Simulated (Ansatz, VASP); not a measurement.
## CdSe: VASP beside Ansatz

```
CELL_PARAMETERS angstrom
4.29850 0.00000 0.00000
-2.14925 3.72261 0.00000
0.00000 0.00000 7.01520
ATOMIC_POSITIONS crystal
Cd 0.66667 0.33333 0.00000
Cd 0.33333 0.66667 0.50000
Se 0.66667 0.33333 0.36787
Se 0.33333 0.66667 0.86787
```

Change from the starting cell: all Se atoms moved -0.050 Å, as atom 3 along Cartesian [0 0 1].

Alike in both runs: task single point; functional r2SCAN; k mesh 6 × 6 × 4; occupations gaussian, width 0.05 eV; no spin polarisation.

|  | VASP | Ansatz |
| --- | --- | --- |
| version | VASP 6.6.1 | Ansatz 0.2.0 |
| potentials or method | VASP PAW PBE potentials, release 64 (Cd, Se), cutoff 520 eV | scalar-relativistic, plane waves, PAW |
| valence electrons in the cell | 36 | 72 |

|  | VASP | Ansatz | Ansatz less VASP |
| --- | --- | --- | --- |
| gap on the k mesh at the Fermi level (eV) | 1.14 | 1.15 | +0.010 |
| least direct gap on the mesh (eV) | 1.14 | 1.15 | +0.010 |
| pressure (GPa) | 1.9 | 1.6 | -0.28 |
| traceless stress, the component that is largest in VASP (GPa) | 1.38 | 1.34 | -0.047 |
| rms of the force components (eV/Å) | 0.176 | 0.173 | -0.0036 |

VASP's potentials were made for PBE, not for r2SCAN. Atom by atom the forces differ by 0.004 eV/Å (rms over components). VASP's potentials hold 36 valence electrons a cell and Ansatz's 72, so a difference there can come from the potentials and not from the codes.
